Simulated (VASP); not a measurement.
Crystal: InGaN.

```xyz
3
Lattice="2.9309 0.0000 0.0000 0.0000 2.9309 0.0000 0.0000 0.0000 5.9517" Properties=species:S:1:pos:R:3 pbc="T T T"
In    0.0000    0.0000    2.9758
Ga    1.4655    1.4655    0.0000
N     0.0000    0.0000    0.0000
```

| Quantity | Value |
| --- | --- |
| Program | VASP 6.6.1 |
| Task | relaxation of cell and atoms |
| Functional | PBE |
| Potentials or basis | VASP PAW PBE potentials, release 64 (In_d, Ga_d, N) |
| Cutoff | 600 eV |
| k mesh | 6 × 6 × 4 |
| Occupations | gaussian, width 0.1 eV |
| Spin | no spin polarisation |

At the start: pressure 0.8 GPa; volume 17.04 Å³/atom.

Problem. How do energy, volume and symmetry change on relaxing?

Solution. Over 7 steps the energy falls by 5.6 meV/atom and the volume is 16.80 Å³/atom (-1.4 %); space group P4/mmm (No. 123, to 0.05 Å).

Step by step:
```csv
step,energy change (eV),largest force (eV/Å),pressure (GPa),volume (Å³)
1,0.0000,0.0000,0.79,51.13
2,-0.0068,0.0000,-0.80,51.74
3,-0.0069,0.0000,-0.90,51.80
4,-0.0119,0.0000,-0.65,51.33
5,-0.0161,0.0000,-0.37,50.69
6,-0.0113,0.0000,0.34,49.40
7,-0.0167,0.0000,-0.28,50.39
```

Final structure:
```
In Ga N
1.0
     2.96978    0.00000    0.00000
     0.00000    2.96978    0.00000
     0.00000    0.00000    5.71393
In Ga N
1 1 1
Direct
  0.00000 0.00000 0.50000
  0.50000 0.50000 0.00000
  0.00000 0.00000 0.00000
```
